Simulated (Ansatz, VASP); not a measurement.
Te2Mo: VASP and Ansatz over several settings

```
Te Mo
1.0
     3.56138    0.00000    0.00000
    -1.78069    3.08425    0.00000
     0.00000    0.00000   38.99027
Te Mo
8 4
Direct
  0.33333 0.66667 0.32822
  0.33333 0.66667 0.95182
  0.66667 0.33333 0.14008
  0.66667 0.33333 0.76363
  0.66667 0.33333 0.04818
  0.66667 0.33333 0.67178
  0.33333 0.66667 0.23637
  0.33333 0.66667 0.85992
  0.66667 0.33333 0.28234
  0.66667 0.33333 0.90586
  0.33333 0.66667 0.09414
  0.33333 0.66667 0.71766
```

Single points on this cell with VASP 6.6.1 and Ansatz 0.2.0. Each row is one pair of runs. Alike in all rows: spin: off; k mesh: 9 × 9 × 1; VASP's potentials, cutoff: VASP PAW PBE potentials, release 64 (Te, Mo_sv), 520 eV; Ansatz's potentials, cutoff: Ansatz PAW, 420 eV.

```csv
level,smearing,"gap on the k mesh at the Fermi level (eV), VASP","gap on the k mesh at the Fermi level (eV), Ansatz","least direct gap on the mesh (eV), VASP","least direct gap on the mesh (eV), Ansatz","rms of the force components (eV/Å), VASP","rms of the force components (eV/Å), Ansatz"
PBE,"gaussian, width 0.011 eV",0.99,1.00,1.00,1.00,0.097,0.091
PBE,"gaussian, width 0.013 eV",0.99,?,1.00,?,0.097,?
PBE,"gaussian, width 0.014 eV",0.99,1.00,1.00,1.00,0.097,0.091
```

Fill in what Ansatz gave in row 2.

gap on the k mesh at the Fermi level (eV): 1.00; least direct gap on the mesh (eV): 1.00; rms of the force components (eV/Å): 0.091.

VASP's potentials hold 104 valence electrons a cell and Ansatz's 184, so a difference there can come from the potentials and not from the codes.

Neither program's run includes spin-orbit coupling. Noted on Ansatz's runs: odd divisions of the mesh miss points on the zone boundary, where band edges often lie, so the gap on the mesh can be too wide.
